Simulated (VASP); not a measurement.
Al:

```
Al
1.0
     0.00000    2.02481    2.02481
     2.02481    0.00000    2.02481
     2.02481    2.02481    0.00000
Al
1
Direct
  0.00000 0.00000 0.00000
```

```yaml
Program: VASP 6.6.1
Task: relaxation of cell and atoms
Functional: PBEsol
Potentials_or_basis: VASP PAW PBE potentials, release 64 (Al)
Cutoff: 600 eV
k_mesh: 20 × 20 × 20
Occupations: methfessel-paxton, width 0.1 eV
Spin: no spin polarisation
```

At the start: pressure -2.0 GPa; volume 16.60 Å³/atom.

Task: Where does the relaxation end?

Result: Over 3 steps the energy falls by 2.6 meV/atom and the volume is 16.18 Å³/atom (-2.5 %); space group Fm-3m (No. 225, to 0.05 Å).

Step by step:
```
step  energy change (eV)  largest force (eV/Å)  pressure (GPa)  volume (Å³)
   1              0.0000                0.0000           -1.96        16.60
   2             -0.0026                0.0000            0.33        16.12
   3             -0.0026                0.0000            0.00        16.18
```

Final structure:
```xyz
1
Lattice="0.0000 2.0076 2.0076 2.0076 0.0000 2.0076 2.0076 2.0076 0.0000" Properties=species:S:1:pos:R:3 pbc="T T T"
Al    0.0000    0.0000    0.0000
```

Caveat: the PAW data sets were made with another functional, which shifts forces and pressure a little.
